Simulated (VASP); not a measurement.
# MnS (P6_3mc) in VASP: notebook

The runs below take MnS through single point, with r2SCAN+U.

All numbers are computed with VASP 6.6.1; they aren't measurements. Logs are shortened: lines on timing, memory, paths and dates and some standing lists are left out, and cuts for length are marked.

### Step 1. The cell of the first run

The structure is hexagonal, space group P6_3mc (No. 186). Conventional cell: a = 3.976 Å, b = 3.976 Å, c = 6.432 Å, α = 90.00°, β = 90.00°, γ = 120.00°. Within 3.2 Å of Mn (site symmetry 3m) lie 4 S at 2.41 to 2.48 Å. Within 3.2 Å of S (site symmetry 3m) lie 4 Mn at 2.41 to 2.48 Å.

### Step 2. Single point, r2SCAN+U, collinear spin, antiferromagnetic start

File POSCAR:

```
MnS
1.0
    3.9760000000      0.0000000000      0.0000000000
   -1.9880000000      3.4433170100      0.0000000000
    0.0000000000      0.0000000000      6.4320000000
Mn S
2 2
Direct
    0.3333333328      0.6666666657      0.0000000000
    0.6666666672      0.3333333343      0.5000000000
    0.3333333328      0.6666666657      0.3850000000
    0.6666666672      0.3333333343      0.8850000000
```

File INCAR.step1:

```
PREC = Accurate ; ENCUT = 520
ISMEAR = -1 ; SIGMA = 0.01
LREAL = False ; LASPH = True
NELM = 150 ; ISPIN = 2
MAGMOM = 4 -4 0 0 ; LMAXMIX = 4
LDAU = True ; LDAUTYPE = 1
LDAUL = 2 -1 ; LDAUU = 4.4 0
LDAUJ = 0.9 0 ; NBANDS = 31
GGA = PE ; ALGO = Normal
EDIFF = 1E-4 ; LWAVE = True
LCHARG = False
```

File INCAR.step2:

```
PREC = Accurate ; ENCUT = 520
EDIFF = 1E-6 ; ISMEAR = -1
SIGMA = 0.01 ; LREAL = False
LASPH = True ; NELM = 150
ALGO = Normal ; ISIF = 2
LWAVE = False ; LCHARG = False
ISPIN = 2 ; MAGMOM = 4 -4 0 0
LORBIT = 11 ; LMAXMIX = 4
LDAU = True ; LDAUTYPE = 1
LDAUL = 2 -1 ; LDAUU = 4.4 0
LDAUJ = 0.9 0 ; LDAUPRINT = 1
METAGGA = R2SCAN ; LMIXTAU = True
NBANDS = 31 ; ISTART = 1
```

File KPOINTS:

```
regular mesh
0
Gamma
  4 4 2
```

Potentials or basis: VASP PAW PBE potentials, release 64 (Mn_pv, S).

Started as:

```console
cat potpaw_PBE.64/Mn_pv/POTCAR potpaw_PBE.64/S/POTCAR > POTCAR
cp INCAR.step1 INCAR
mpirun -np 1 vasp_std > vasp.out
cp INCAR.step2 INCAR
mpirun -np 1 vasp_std > vasp.out
```

OUTCAR:

```text
PREC = Accurate
   ENCUT = 520
   EDIFF = 1E-6
   ISMEAR = -1
   LREAL = False
   LASPH = True
   NELM = 150
   ISIF = 2
   ISPIN = 2
   LORBIT = 11
   METAGGA = R2SCAN
   ISTART = 1

 ion  position               nearest neighbor table
   1  0.333  0.667  0.000-   4 2.41   4 2.41   4 2.41   3 2.48
   2  0.667  0.333  0.500-   3 2.41   3 2.41   3 2.41   4 2.48
   3  0.333  0.667  0.385-   2 2.41   2 2.41   2 2.41   1 2.48
   4  0.667  0.333  0.885-   1 2.41   1 2.41   1 2.41   2 2.48

  LATTYP: Found a hexagonal cell.
 ALAT       =     3.9760000000
 C/A-ratio  =     1.6177062374

  Lattice vectors:

 A1 = (   3.9760000000,   0.0000000000,   0.0000000000)
 A2 = (  -1.9880000000,   3.4433170100,   0.0000000000)
 A3 = (   0.0000000000,   0.0000000000,   6.4320000000)

Analysis of symmetry for initial positions (statically):
=====================================================================
 Subroutine PRICEL returns:
 Original cell was already a primitive cell.

 Routine SETGRP: Setting up the symmetry group for a
 hexagonal supercell.

 Subroutine GETGRP returns: Found 12 space group operations
 (whereof  6 operations were pure point group operations)
 out of a pool of 24 trial point group operations.

The static configuration has the point symmetry C_3v.
 The point group associated with its full space group is C_6v.

Analysis of symmetry for dynamics (positions and initial velocities):
=====================================================================
 Subroutine PRICEL returns:
 Original cell was already a primitive cell.

 Routine SETGRP: Setting up the symmetry group for a
 hexagonal supercell.

 Subroutine GETGRP returns: Found 12 space group operations
 (whereof  6 operations were pure point group operations)
 out of a pool of 24 trial point group operations.

The dynamic configuration has the point symmetry C_3v.
 The point group associated with its full space group is C_6v.

Analysis of structural, dynamic, and magnetic symmetry:
=====================================================================
 Subroutine PRICEL returns:
 Original cell was already a primitive cell.

 Routine SETGRP: Setting up the symmetry group for a
 hexagonal supercell.

 Subroutine GETGRP returns: Found 12 space group operations
 (whereof  6 operations were pure point group operations)
 out of a pool of 24 trial point group operations.

The overall configuration has the point symmetry C_3v.
 The point group associated with its full space group is C_6v.

 Subroutine INISYM returns: Found 12 space group operations
 (whereof  6 operations are pure point group operations),
 and found     1 'primitive' translations

----------------------------------------------------------------------------------------

                                     Primitive cell

  volume of cell :      88.0581

  direct lattice vectors                    reciprocal lattice vectors
     3.976000000  0.000000000  0.000000000     0.251509054  0.145208820  0.000000000
[... 140 lines left out ...]
  o =  0.0167  v =  0.0000  0.0000  0.0000  0.0000  0.0000  0.0000  0.8461  0.0000 -0.0000 -0.5330      0.0000  0.0000  0.0000  0.0000  0.0000  0.0000  0.0000  0.0000  0.0000  0.0000
  o =  0.0560  v =  0.0000  0.0000  0.0000  0.0000  0.0000  0.8461  0.0000 -0.0000  0.5330  0.0000      0.0000  0.0000  0.0000  0.0000  0.0000  0.0000  0.0000  0.0000  0.0000  0.0000
  o =  0.0560  v =  0.0000  0.0000  0.0000  0.0000  0.0000  0.0000 -0.5330  0.0000  0.0000 -0.8461      0.0000  0.0000  0.0000  0.0000  0.0000  0.0000  0.0000  0.0000  0.0000  0.0000
  o =  0.0575  v =  0.0000  0.0000  0.0000  0.0000  0.0000  0.0000 -0.0000 -1.0000  0.0000 -0.0000      0.0000  0.0000  0.0000  0.0000  0.0000  0.0000  0.0000  0.0000  0.0000  0.0000
  o =  0.9358  v = -0.4990  0.0000 -0.0000  0.8666 -0.0000  0.0000  0.0000  0.0000  0.0000  0.0000      0.0000  0.0000  0.0000  0.0000  0.0000  0.0000  0.0000  0.0000  0.0000  0.0000
  o =  0.9358  v =  0.0000  0.8666  0.0000 -0.0000 -0.4990  0.0000  0.0000  0.0000  0.0000  0.0000      0.0000  0.0000  0.0000  0.0000  0.0000  0.0000  0.0000  0.0000  0.0000  0.0000
  o =  0.9412  v = -0.8666 -0.0000  0.0000 -0.4990  0.0000  0.0000  0.0000  0.0000  0.0000  0.0000      0.0000  0.0000  0.0000  0.0000  0.0000  0.0000  0.0000  0.0000  0.0000  0.0000
  o =  0.9412  v =  0.0000 -0.4990  0.0000 -0.0000 -0.8666  0.0000  0.0000  0.0000  0.0000  0.0000      0.0000  0.0000  0.0000  0.0000  0.0000  0.0000  0.0000  0.0000  0.0000  0.0000
  o =  0.9413  v =  0.0000  0.0000  1.0000  0.0000  0.0000  0.0000  0.0000  0.0000  0.0000  0.0000      0.0000  0.0000  0.0000  0.0000  0.0000  0.0000  0.0000  0.0000  0.0000  0.0000

atom =   2  type =  1  l = 2

 onsite density matrix

spin component  1

  0.0449  0.0000 -0.0000 -0.0177 -0.0000
  0.0000  0.0279 -0.0000 -0.0000 -0.0177
 -0.0000 -0.0000  0.0575  0.0000  0.0000
 -0.0177 -0.0000  0.0000  0.0279  0.0000
 -0.0000 -0.0177  0.0000  0.0000  0.0449

spin component  2

  0.9399 -0.0000 -0.0000 -0.0023 -0.0000
 -0.0000  0.9372 -0.0000  0.0000 -0.0023
 -0.0000 -0.0000  0.9413  0.0000  0.0000
 -0.0023  0.0000  0.0000  0.9372 -0.0000
 -0.0000 -0.0023  0.0000 -0.0000  0.9399

 occupancies and eigenvectors

  o =  0.0167  v =  0.5330  0.0000 -0.0000  0.8461  0.0000  0.0000  0.0000  0.0000  0.0000  0.0000      0.0000  0.0000  0.0000  0.0000  0.0000  0.0000  0.0000  0.0000  0.0000  0.0000
  o =  0.0167  v = -0.0000  0.8461 -0.0000 -0.0000  0.5330  0.0000  0.0000  0.0000  0.0000  0.0000      0.0000  0.0000  0.0000  0.0000  0.0000  0.0000  0.0000  0.0000  0.0000  0.0000
  o =  0.0560  v =  0.8461 -0.0000 -0.0000 -0.5330  0.0000  0.0000  0.0000  0.0000  0.0000  0.0000      0.0000  0.0000  0.0000  0.0000  0.0000  0.0000  0.0000  0.0000  0.0000  0.0000
  o =  0.0560  v =  0.0000  0.5330  0.0000 -0.0000 -0.8461  0.0000  0.0000  0.0000  0.0000  0.0000      0.0000  0.0000  0.0000  0.0000  0.0000  0.0000  0.0000  0.0000  0.0000  0.0000
  o =  0.0575  v =  0.0000  0.0000 -1.0000 -0.0000 -0.0000  0.0000  0.0000  0.0000  0.0000  0.0000      0.0000  0.0000  0.0000  0.0000  0.0000  0.0000  0.0000  0.0000  0.0000  0.0000
  o =  0.9358  v =  0.0000  0.0000  0.0000  0.0000  0.0000 -0.4990  0.0000 -0.0000 -0.8666  0.0000      0.0000  0.0000  0.0000  0.0000  0.0000  0.0000  0.0000  0.0000  0.0000  0.0000
  o =  0.9358  v =  0.0000  0.0000  0.0000  0.0000  0.0000  0.0000  0.8666 -0.0000  0.0000  0.4990      0.0000  0.0000  0.0000  0.0000  0.0000  0.0000  0.0000  0.0000  0.0000  0.0000
  o =  0.9412  v =  0.0000  0.0000  0.0000  0.0000  0.0000  0.8666  0.0000  0.0000 -0.4990 -0.0000      0.0000  0.0000  0.0000  0.0000  0.0000  0.0000  0.0000  0.0000  0.0000  0.0000
  o =  0.9412  v =  0.0000  0.0000  0.0000  0.0000  0.0000  0.0000 -0.4990 -0.0000 -0.0000  0.8666      0.0000  0.0000  0.0000  0.0000  0.0000  0.0000  0.0000  0.0000  0.0000  0.0000
  o =  0.9413  v =  0.0000  0.0000  0.0000  0.0000  0.0000  0.0000  0.0000 -1.0000 -0.0000 -0.0000      0.0000  0.0000  0.0000  0.0000  0.0000  0.0000  0.0000  0.0000  0.0000  0.0000

 number of electron      37.9999996 magnetization      -0.0000000

 Free energy of the ion-electron system (eV)
  ---------------------------------------------------
  ext. energy  EPLUGINS =         0.00000000
  ---------------------------------------------------
  free energy    TOTEN  =       -48.00372410 eV

  energy without entropy =      -48.00372410  energy(sigma->0) =      -48.00372410

 E-fermi :   3.7496     XC(G=0):  -9.8307

 val. band max:        3.4540723374   @ k =   0.0000   0.0000   0.0000
 cond. band min:       6.2396087695   @ k =   0.0000   0.0000   0.0000
 fundamental gap:      2.7855364321
 Fermi energy:         3.7495875097

 spin component 1

 k-point     1 :       0.0000    0.0000    0.0000
  band No.  band energies     occupation
      1     -48.7484      1.00000
      2     -48.7436      1.00000
      3     -48.7436      1.00000
      4     -42.4081      1.00000
      5     -42.3960      1.00000
      6     -42.3960      1.00000
[... 261 lines left out ...]
     30      12.1783      0.00000
     31      12.7315      0.00000
 Fermi energy:         3.7495875097

 spin component 2

 k-point     1 :       0.0000    0.0000    0.0000
  band No.  band energies     occupation
      1     -48.7484      1.00000
      2     -48.7436      1.00000
      3     -48.7436      1.00000
      4     -42.4081      1.00000
      5     -42.3960      1.00000
      6     -42.3960      1.00000
[... 261 lines left out ...]
     30      12.1783      0.00000
     31      12.7315      0.00000

------------------------ aborting loop because EDIFF is reached ----------------------------------------

  FORCE on cell =-STRESS in cart. coord.  units (eV):
  Direction    XX          YY          ZZ          XY          YZ          ZX
  --------------------------------------------------------------------------------------
  -------------------------------------------------------------------------------------
  Total        2.7030224      2.7030224      0.7126829      0.0000000      0.0000000      0.0000000
  in kB       49.1802580     49.1802581     12.9669395      0.0000000      0.0000000      0.0000000
  external PRESSURE =      37.1091519 kB  Pullay stress =       0.0000000 kB

 VOLUME and BASIS-vectors are now :
 -----------------------------------------------------------------------------
  energy-cutoff  :      520.00
  volume of cell :       88.06
      direct lattice vectors                 reciprocal lattice vectors
     3.976000000  0.000000000  0.000000000     0.251509054  0.145208820  0.000000000
    -1.988000000  3.443317010  0.000000000     0.000000000  0.290417640  0.000000000
     0.000000000  0.000000000  6.432000000     0.000000000  0.000000000  0.155472637

 POSITION                                       TOTAL-FORCE (eV/Angst)
 -----------------------------------------------------------------------------------
     -0.00000      2.29554      0.00000        -0.000000     -0.000000      0.354154
      1.98800      1.14777      3.21600        -0.000000      0.000000      0.354154
     -0.00000      2.29554      2.47632        -0.000000     -0.000000     -0.354154
      1.98800      1.14777      5.69232         0.000000      0.000000     -0.354154
 -----------------------------------------------------------------------------------
    total drift:                               -0.000001     -0.000005      0.017073

  FREE ENERGIE OF THE ION-ELECTRON SYSTEM (eV)
  ---------------------------------------------------
  free  energy   TOTEN  =       -48.0037240973 eV

  energy  without entropy=      -48.0037240973  energy(sigma->0) =      -48.00372410

 total charge

# of ion       s       p       d       tot
------------------------------------------
    1        0.269   6.208   4.881  11.358
    2        0.269   6.208   4.881  11.358
    3        1.300   2.524   0.000   3.824
    4        1.300   2.524   0.000   3.824
--------------------------------------------------
tot          3.138  17.464   9.762  30.364

 magnetization (x)

# of ion       s       p       d       tot
------------------------------------------
    1        0.036   0.049   4.483   4.569
    2       -0.036  -0.049  -4.483  -4.569
    3       -0.003  -0.005   0.000  -0.008
    4        0.003   0.005   0.000   0.008
--------------------------------------------------
tot         -0.000   0.000   0.000  -0.000
```

Run time: 2.7 min. Hardware: 1 thread of Intel Xeon 8259CL, shared host; peak memory 0.26 GiB.

What came out:

```yaml
Free_energy: -48.0037 eV
Pressure: 3.7 GPa
Largest_force: 0.354 eV/Å
Band_gap_on_the_k_mesh: 2.79 eV
Net_moment: 0.00 μB per cell
Site_moments: Mn +4.57, -4.57; S -0.01, +0.01 μB
Valence_electrons_inside_the_program's_atomic_spheres: Mn 11.36; S 3.82
```

Forces in eV/Å, atoms in the order of the input:
```
Mn   0.000  0.000  0.354
Mn   0.000  0.000  0.354
S    0.000  0.000 -0.354
S    0.000  0.000 -0.354
```

Levels at points of the mesh, in eV from the valence-band top:
Spin up:
```
           k point  band 15  band 16  band 17  band 18  band 19  band 20  band 21  band 22  band 23  band 24
(0.00, 0.00, 0.00)    -2.13    -2.13    -0.70     0.00     0.00     2.79     4.20     4.20     4.28     5.61
(0.50, 0.00, 0.00)    -3.27    -2.81    -2.42    -1.69    -1.11     3.12     3.86     4.44     4.45     4.80
(0.00, 0.00, 0.50)    -2.08    -2.08    -1.54    -0.03    -0.03     4.01     4.30     4.30     4.72     5.24
(0.50, 0.00, 0.50)    -3.42    -2.29    -2.19    -1.27    -1.12     3.06     3.83     3.99     4.61     4.73
```
Spin down:
```tsv
k point	band 17	band 18	band 19	band 20	band 21	band 22
(0.00, 0.00, 0.00)	-0.70	0.00	0.00	2.79	4.20	4.20
(0.50, 0.00, 0.00)	-2.42	-1.69	-1.11	3.12	3.86	4.44
(0.00, 0.00, 0.50)	-1.54	-0.03	-0.03	4.01	4.30	4.30
(0.50, 0.00, 0.50)	-2.19	-1.27	-1.12	3.06	3.83	3.99
```

Eigenvalues of the final occupation matrices:
```
    site  spin  trace               eigenvalues
site 1 d     1   4.70  0.94 0.94 0.94 0.94 0.94
site 1 d     2   0.20  0.02 0.02 0.06 0.06 0.06
site 2 d     1   0.20  0.02 0.02 0.06 0.06 0.06
site 2 d     2   4.70  0.94 0.94 0.94 0.94 0.94
```

Caveat: the k points lie up to 0.49 Å⁻¹ apart; the PAW data sets were made with another functional, which shifts forces and pressure a little.

### Step 3. Single point, r2SCAN+U, collinear spin, antiferromagnetic start

POSCAR is that of step 2.

File INCAR.step1:

```
SYSTEM = MnS
PREC = Accurate
ENCUT = 520
ISMEAR = -1
SIGMA = 0.01
LREAL = .False.
LASPH = .True.
NELM = 150
ISPIN = 2
MAGMOM = 4 -4 0 0
LMAXMIX = 4
LDAU = .True.
LDAUTYPE = 1
LDAUL = 2 -1
LDAUU = 4.4 0
LDAUJ = 0.9 0
NBANDS = 31
GGA = PE
ALGO = Normal
EDIFF = 1E-4
LWAVE = .True.
LCHARG = .False.
```

File INCAR.step2:

```
SYSTEM = MnS
PREC = Accurate
ENCUT = 520
EDIFF = 1E-6
ISMEAR = -1
SIGMA = 0.01
LREAL = .False.
LASPH = .True.
NELM = 150
ALGO = Normal
ISIF = 2
LWAVE = .False.
LCHARG = .False.
ISPIN = 2
MAGMOM = 4 -4 0 0
LORBIT = 11
LMAXMIX = 4
LDAU = .True.
LDAUTYPE = 1
LDAUL = 2 -1
LDAUU = 4.4 0
LDAUJ = 0.9 0
LDAUPRINT = 1
METAGGA = R2SCAN
LMIXTAU = .True.
NBANDS = 31
ISTART = 1
```

File KPOINTS:

```
Automatic mesh
0
Gamma
  4 4 2
  0 0 0
```

Potentials or basis: VASP PAW PBE potentials, release 64 (Mn_pv, S).

Started as:

```console
cat potpaw_PBE.64/Mn_pv/POTCAR potpaw_PBE.64/S/POTCAR > POTCAR
cp INCAR.step1 INCAR
mpirun -np 1 vasp_std > vasp.out
cp INCAR.step2 INCAR
mpirun -np 1 vasp_std > vasp.out
```

It took 2.6 min on 1 thread of Intel Xeon 8259CL, shared host; peak memory 0.26 GiB.

The run converged. Its results:

```yaml
Free_energy: -48.0037 eV
Pressure: 3.7 GPa
Largest_force: 0.354 eV/Å
Band_gap_on_the_k_mesh: 2.79 eV
Net_moment: 0.00 μB per cell
Site_moments: Mn +4.57, -4.57; S -0.01, +0.01 μB
Valence_electrons_inside_the_program's_atomic_spheres: Mn 11.36; S 3.82
```

Forces in eV/Å, atoms in the order of the input:
```
Mn   0.000  0.000  0.354
Mn   0.000  0.000  0.354
S    0.000  0.000 -0.354
S    0.000  0.000 -0.354
```

Stress tensor (GPa, compression positive):
```
4.92 0.00 0.00
0.00 4.92 0.00
0.00 0.00 1.30
```

Levels at points of the mesh, in eV from the valence-band top:
Spin up:
```
           k point  band 16  band 17  band 18  band 19  band 20  band 21  band 22  band 23
(0.00, 0.00, 0.00)    -2.13    -0.70     0.00     0.00     2.79     4.20     4.20     4.28
(0.50, 0.00, 0.00)    -2.81    -2.42    -1.69    -1.11     3.12     3.86     4.44     4.45
(0.00, 0.00, 0.50)    -2.08    -1.54    -0.03    -0.03     4.01     4.30     4.30     4.72
(0.50, 0.00, 0.50)    -2.29    -2.19    -1.27    -1.12     3.06     3.83     3.99     4.61
```
Spin down:
| k point | band 15 | band 16 | band 17 | band 18 | band 19 | band 20 | band 21 | band 22 | band 23 | band 24 |
| --- | --- | --- | --- | --- | --- | --- | --- | --- | --- | --- |
| (0.00, 0.00, 0.00) | -2.13 | -2.13 | -0.70 | 0.00 | 0.00 | 2.79 | 4.20 | 4.20 | 4.28 | 5.61 |
| (0.50, 0.00, 0.00) | -3.27 | -2.81 | -2.42 | -1.69 | -1.11 | 3.12 | 3.86 | 4.44 | 4.45 | 4.80 |
| (0.00, 0.00, 0.50) | -2.08 | -2.08 | -1.54 | -0.03 | -0.03 | 4.01 | 4.30 | 4.30 | 4.72 | 5.24 |
| (0.50, 0.00, 0.50) | -3.42 | -2.29 | -2.19 | -1.27 | -1.12 | 3.06 | 3.83 | 3.99 | 4.61 | 4.73 |

Eigenvalues of the final occupation matrices:
```tsv
site	spin	trace	eigenvalues
site 1 d	1	4.70	0.94 0.94 0.94 0.94 0.94
site 1 d	2	0.20	0.02 0.02 0.06 0.06 0.06
site 2 d	1	0.20	0.02 0.02 0.06 0.06 0.06
site 2 d	2	4.70	0.94 0.94 0.94 0.94 0.94
```

Caveat: the k points lie up to 0.49 Å⁻¹ apart; the PAW data sets were made with another functional, which shifts forces and pressure a little. The state reached can hang on the start; a lower one may exist.
